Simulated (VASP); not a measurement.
# Sc (P6_3/mmc) in VASP: notebook

The runs below take Sc through single point, with PBE.

Everything below comes from runs of VASP 6.6.1. Logs are shortened: lines on timing, memory, paths and dates and some standing lists are left out, and cuts for length are marked.

## Step 1: The cell of the first run

The structure is hexagonal, space group P6_3/mmc (No. 194). Conventional cell: a = 3.309 Å, b = 3.309 Å, c = 5.268 Å, α = 90.00°, β = 90.00°, γ = 120.00°. Within 4.3 Å of Sc (site symmetry -6m2) lie 12 Sc at 3.25 to 3.31 Å.

## Step 2: Single point, PBE

File INCAR:

```
SYSTEM = Sc
PREC     = Accurate       ! precision mode
ENCUT    = 520            ! plane-wave cutoff, eV
EDIFF    = 1E-6           ! SCF threshold, eV
ISMEAR   = -1             ! smearing method
SIGMA    = 0.03           ! smearing width, eV
LREAL    = .FALSE.        ! projectors in reciprocal space
LASPH    = .TRUE.         ! aspherical terms in the spheres
NELM     = 80             ! most SCF steps
ALGO     = Normal         ! electronic algorithm
ISIF     = 2              ! what is computed and relaxed
LWAVE    = .FALSE.        ! write WAVECAR
LCHARG   = .FALSE.        ! write CHGCAR
GGA      = PE             ! functional
NBANDS   = 18             ! bands
```

File KPOINTS:

```
regular mesh
0
G
  13 13 7
  0 0 0
```

File POSCAR:

```
Sc
1.0
    3.3087978973      0.0000000000      0.0000000000
   -1.6543989486      2.8655030350      0.0000000000
    0.0000000000      0.0000000000      5.2680000000
Sc
2
Direct
    0.3333333333      0.6666666667      0.2500000000
    0.6666666667      0.3333333333      0.7500000000
```

Potentials or basis: VASP PAW PBE potentials, release 64 (Sc_sv).

The run is started by

```
> cat potpaw_PBE.64/Sc_sv/POTCAR > POTCAR
> mpirun -np 1 vasp_std > vasp.out
```

OUTCAR:

```text
SYSTEM = Sc
   PREC = Accurate
   ENCUT = 520
   EDIFF = 1E-6
   ISMEAR = -1
   LREAL = .FALSE.
   LASPH = .TRUE.
   NELM = 80
   ISIF = 2
   GGA = PE

 ion  position               nearest neighbor table
   1  0.333  0.667  0.250-   2 3.25   2 3.25   2 3.25   2 3.25   2 3.25   2 3.25
   2  0.667  0.333  0.750-   1 3.25   1 3.25   1 3.25   1 3.25   1 3.25   1 3.25

  LATTYP: Found a hexagonal cell.
 ALAT       =     3.3087978973
 C/A-ratio  =     1.5921190002

  Lattice vectors:

 A1 = (   3.3087978973,   0.0000000000,   0.0000000000)
 A2 = (  -1.6543989486,   2.8655030350,   0.0000000000)
 A3 = (   0.0000000000,   0.0000000000,   5.2680000000)

Analysis of symmetry for initial positions (statically):
=====================================================================
 Subroutine PRICEL returns:
 Original cell was already a primitive cell.

 Routine SETGRP: Setting up the symmetry group for a
 hexagonal supercell.

 Subroutine GETGRP returns: Found 24 space group operations
 (whereof 12 operations were pure point group operations)
 out of a pool of 24 trial point group operations.

The static configuration has the point symmetry D_3d.
 The point group associated with its full space group is D_6h.

Analysis of symmetry for dynamics (positions and initial velocities):
=====================================================================
 Subroutine PRICEL returns:
 Original cell was already a primitive cell.

 Routine SETGRP: Setting up the symmetry group for a
 hexagonal supercell.

 Subroutine GETGRP returns: Found 24 space group operations
 (whereof 12 operations were pure point group operations)
 out of a pool of 24 trial point group operations.

The dynamic configuration has the point symmetry D_3d.
 The point group associated with its full space group is D_6h.

 Subroutine INISYM returns: Found 24 space group operations
 (whereof 12 operations are pure point group operations),
 and found     1 'primitive' translations

----------------------------------------------------------------------------------------

                                     Primitive cell

  volume of cell :      49.9479

  direct lattice vectors                    reciprocal lattice vectors
     3.308797897  0.000000000  0.000000000     0.302224563  0.174489433  0.000000000
    -1.654398949  2.865503035  0.000000000     0.000000000  0.348978866  0.000000000
     0.000000000  0.000000000  5.268000000     0.000000000  0.000000000  0.189825361

  length of vectors
     3.308797897  3.308797897  5.268000000     0.348978866  0.348978866  0.189825361

  position of ions in fractional coordinates (direct lattice)
     0.333333333  0.666666667  0.250000000
     0.666666667  0.333333333  0.750000000

  ion indices of the primitive-cell ions
   primitive index   ion index
                 1           1
                 2           2

----------------------------------------------------------------------------------------

 KPOINTS: regular mesh

Automatic generation of k-mesh.
 Grid dimensions read from file:
 generate k-points for:   13   13    7

 Generating k-lattice:

  Cartesian coordinates                     Fractional coordinates (reciprocal lattice)
     0.023248043  0.013422264  0.000000000     0.076923077 -0.000000000  0.000000000
     0.000000000  0.026844528  0.000000000     0.000000000  0.076923077  0.000000000
     0.000000000  0.000000000  0.027117909     0.000000000  0.000000000  0.142857143

  Length of vectors
     0.026844528  0.026844528  0.027117909

  Shift w.r.t. Gamma in fractional coordinates (k-lattice)
     0.000000000  0.000000000  0.000000000

 Subroutine IBZKPT returns following result:
 ===========================================

 Found     84 irreducible k-points:

 Following reciprocal coordinates:
            Coordinates               Weight
  0.000000  0.000000  0.000000      1.000000
  0.076923  0.000000  0.000000      6.000000
  0.153846  0.000000  0.000000      6.000000
  0.230769  0.000000  0.000000      6.000000
  0.307692  0.000000  0.000000      6.000000
  0.384615  0.000000  0.000000      6.000000
[... 16 lines left out ...]
  0.076923  0.000000  0.142857     12.000000
  0.153846  0.000000  0.142857     12.000000
 [... further k-points ...]
   k-points           NKPTS =     84   k-points in BZ     NKDIM =     84   number of bands    NBANDS=     18
   number of dos      NEDOS =    301   number of ions     NIONS =      2
   total plane-waves  NPLWV =  31360
   dimension x,y,z NGX =    28 NGY =   28 NGZ =   40
   dimension x,y,z NGXF=    56 NGYF=   56 NGZF=   80
   ions per type =               2
   NGX,Y,Z   is equivalent  to a cutoff of  14.07, 14.07, 12.62 a.u.
   NGXF,Y,Z  is equivalent  to a cutoff of  28.14, 28.14, 25.25 a.u.
 SYSTEM =  Sc
   PREC   = accura    normal or accurate (medium, high low for compatibility)
   ISTART =      0    job   : 0-new  1-cont  2-samecut
   ICHARG =      2    charge: 1-file 2-atom 10-const
   ISPIN  =      1    spin polarized calculation?
   LNONCOLLINEAR =      F non collinear calculations
   LSORBIT =      F    spin-orbit coupling
   LASPH  =      T    aspherical Exc in radial PAW
   ENCUT  =  520.0 eV  38.22 Ry    6.18 a.u.   6.15  6.15  9.79*2*pi/ulx,y,z
   NELM   =     80;   NELMIN=  2; NELMDL= -5     # of ELM steps
   EDIFF  = 0.1E-05   stopping-criterion for ELM
   LREAL  =      F    real-space projection
   EDIFFG = 0.1E-04   stopping-criterion for IOM
   NSW    =      0    number of steps for IOM
   IBRION =     -1    ionic relax: 0-MD 1-quasi-New 2-CG
   NFREE  =      0    steps in history (QN), initial steepest desc. (CG)
   ISIF   =      2    stress and relaxation
   ISYM   =      2    0-nonsym 1-usesym 2-fastsym
   POTIM  = 0.5000    time-step for ionic-motion
   TEBEG  =    0.0;   TEEND  =   0.0 temperature during run
   PSTRESS=    0.0 pullay stress
   NELECT =      22.0000    total number of electrons
   NUPDOWN=      -1.0000    fix difference up-down
   EMIN   =  10.00;   EMAX   =-10.00  energy-range for DOS
   EFERMI =   0.00;   METHOD = LEGACY
   ISMEAR =    -1;   SIGMA  =   0.03  broadening in eV -4-tet -1-fermi 0-gaus
   EFERMI_NEDOS =   21; number of points for ismear=-14 and -15
   IALGO  =     38    algorithm
   IMIX   =      4    mixing-type and parameters
     AMIX     =   0.40;   BMIX     =  1.00
     AMIX_MAG =   1.60;   BMIX_MAG =  1.00
  volume/ion in A,a.u.               =      24.97       168.53
  Fermi-wavevector in a.u.,A,eV,Ry     =   1.245595  2.353833 21.109524  1.551506
  Thomas-Fermi vector in A             =   2.379810
   LORBIT       =      0    0 simple, 1 ext, 2 COOP (PROOUT), +10 PAW based schemes
   GGA     = PE    functional components
   LHFCALC =     F    Hartree Fock is set to
   AEXX    =    0.0000 exact exchange contribution
   IVDW    =     0    specifies the selected vdW correction
   LEPSILON=     F    determine dielectric tensor
   LRPA    =     F    only Hartree local field effects (RPA)
 non-spin polarized calculation
  energy-cutoff  :      520.00
  volume of cell :       49.95
 maximum number of plane-waves:      1363
 NGX is ok and might be reduce to    28
   NGX = 13   NGY = 13   NGZ = 19

 number of electron      22.0000000 magnetization

 Free energy of the ion-electron system (eV)
  ---------------------------------------------------
  ext. energy  EPLUGINS =         0.00000000
  ---------------------------------------------------
  free energy    TOTEN  =       -12.49833117 eV

  energy without entropy =      -12.48466849  energy(sigma->0) =      -12.49149983

 E-fermi :   3.6132     XC(G=0):  -9.8255

 val. band max:        3.6116971846   @ k =   0.3846   0.0769   0.4286
 cond. band min:       3.6232535876   @ k =   0.2308   0.0000   0.2857
 fundamental gap:      0.0115564030
 Fermi energy:         3.6132409127

 k-point     1 :       0.0000    0.0000    0.0000
  band No.  band energies     occupation
      1     -45.8496      2.00000
      2     -45.7880      2.00000
      3     -24.6540      2.00000
      4     -24.3338      2.00000
      5     -24.3338      2.00000
      6     -24.2770      2.00000
[... 10 lines left out ...]
     17       5.9674      0.00000
     18       5.9674      0.00000

 k-point     2 :       0.0769    0.0000    0.0000
  band No.  band energies     occupation
      1     -45.8469      2.00000
      2     -45.7869      2.00000
      3     -24.6468      2.00000
      4     -24.3488      2.00000
      5     -24.3389      2.00000
      6     -24.2927      2.00000
[... 10 lines left out ...]
     17       5.8598      0.00000
     18       5.8895      0.00000

 k-point     3 :       0.1538    0.0000    0.0000
  band No.  band energies     occupation
      1     -45.8393      2.00000
      2     -45.7840      2.00000
      3     -24.6258      2.00000
      4     -24.3907      2.00000
      5     -24.3524      2.00000
      6     -24.3356      2.00000
[... 10 lines left out ...]
     17       5.7558      0.00000
     18       5.9328      0.00000

 k-point     4 :       0.2308    0.0000    0.0000
  band No.  band energies     occupation
      1     -45.8283      2.00000
      2     -45.7803      2.00000
      3     -24.5937      2.00000
      4     -24.4503      2.00000
      5     -24.3945      2.00000
      6     -24.3708      2.00000
[... 375 lines left out ...]
      4     -24.3310      2.00000
      5     -24.3310      2.00000
      6     -24.2799      2.00000
[... 10 lines left out ...]
     17       6.1090      0.00000
     18       6.1090      0.00000

 k-point    23 :       0.0769    0.0000    0.1429
  band No.  band energies     occupation
      1     -45.8440      2.00000
      2     -45.7899      2.00000
      3     -24.6287      2.00000
      4     -24.3456      2.00000
      5     -24.3359      2.00000
      6     -24.3023      2.00000
[... 10 lines left out ...]
     17       6.0557      0.00000
     18       6.0589      0.00000

 k-point    24 :       0.1538    0.0000    0.1429
  band No.  band energies     occupation
      1     -45.8366      2.00000
      2     -45.7868      2.00000
      3     -24.6110      2.00000
      4     -24.3859      2.00000
      5     -24.3491      2.00000
      6     -24.3473      2.00000
[... 10 lines left out ...]
     17       6.0129      0.00000
     18       6.0400      0.00000

 [... further k-points ...]

------------------------ aborting loop because EDIFF is reached ----------------------------------------

  FORCE on cell =-STRESS in cart. coord.  units (eV):
  Direction    XX          YY          ZZ          XY          YZ          ZX
  --------------------------------------------------------------------------------------
  -------------------------------------------------------------------------------------
  Total       -0.0282894     -0.0282894     -0.5579471     -0.0000000     -0.0000000      0.0000000
  in kB       -0.9074404     -0.9074404    -17.8972666     -0.0000000     -0.0000000      0.0000000
  external PRESSURE =      -6.5707158 kB  Pullay stress =       0.0000000 kB

 VOLUME and BASIS-vectors are now :
 -----------------------------------------------------------------------------
  energy-cutoff  :      520.00
  volume of cell :       49.95
      direct lattice vectors                 reciprocal lattice vectors
     3.308797897  0.000000000  0.000000000     0.302224563  0.174489433  0.000000000
    -1.654398949  2.865503035  0.000000000     0.000000000  0.348978866  0.000000000
     0.000000000  0.000000000  5.268000000     0.000000000  0.000000000  0.189825361

 POSITION                                       TOTAL-FORCE (eV/Angst)
 -----------------------------------------------------------------------------------
     -0.00000      1.91034      1.31700         0.000000     -0.000000      0.000000
      1.65440      0.95517      3.95100        -0.000000      0.000000      0.000000
 -----------------------------------------------------------------------------------
    total drift:                               -0.000000      0.000000     -0.000000

  FREE ENERGIE OF THE ION-ELECTRON SYSTEM (eV)
  ---------------------------------------------------
  free  energy   TOTEN  =       -12.4983311745 eV

  energy  without entropy=      -12.4846684903  energy(sigma->0) =      -12.49149983
```

Wall time 78 s (1 thread of Oxide Virtual Turin-like, shared host); peak memory 0.18 GiB.

What came out:

* Free energy: -12.4983 eV
* Pressure: -0.7 GPa
* Band gap on the k mesh: zero (bands 11 and 12 overlap by 1.19 eV)

(Continued in part 2 of 2.)
